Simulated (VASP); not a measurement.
# H: single point with PBE

H:

```
H
1.0
     0.00000    1.50570    1.50570
     1.50570    0.00000    1.50570
     1.50570    1.50570    0.00000
H
2
Direct
  0.00000 0.00000 0.00000
  0.25000 0.25000 0.25000
```

* Program: VASP 6.6.1
* Task: single point
* Functional: PBE
* Potentials or basis: VASP PAW PBE potentials, release 64 (H)
* Cutoff: 520 eV
* k mesh: 14 × 14 × 14
* Occupations: fermi-dirac, width 0.05 eV
* Spin: no spin polarisation
* Dipole correction: no
* Further INCAR settings: ALGO = Normal; EDIFF = 1e-06; NBANDS = 8

```
Pressure               : -0.4 GPa
Band gap on the k mesh : zero (band 1 reaches 2.50 eV, above the bottom of band 2 at 1.58 eV)
```

Levels at points of the mesh, in eV from the Fermi level:
```tsv
k point	band 1	band 2	band 3	band 4
(0.00, 0.00, 0.00)	-15.37	21.37	30.46	37.15
(0.50, 0.00, 0.00)	-6.32	0.35	20.23	31.68
(0.50, 0.50, 0.00)	-0.52	-0.52	18.84	18.84
```

Run time: 1.7 s on 1 thread of Intel(R) Xeon(R) 6975P-C (Granite Rapids) (shared host), peak memory 0.1 GiB.
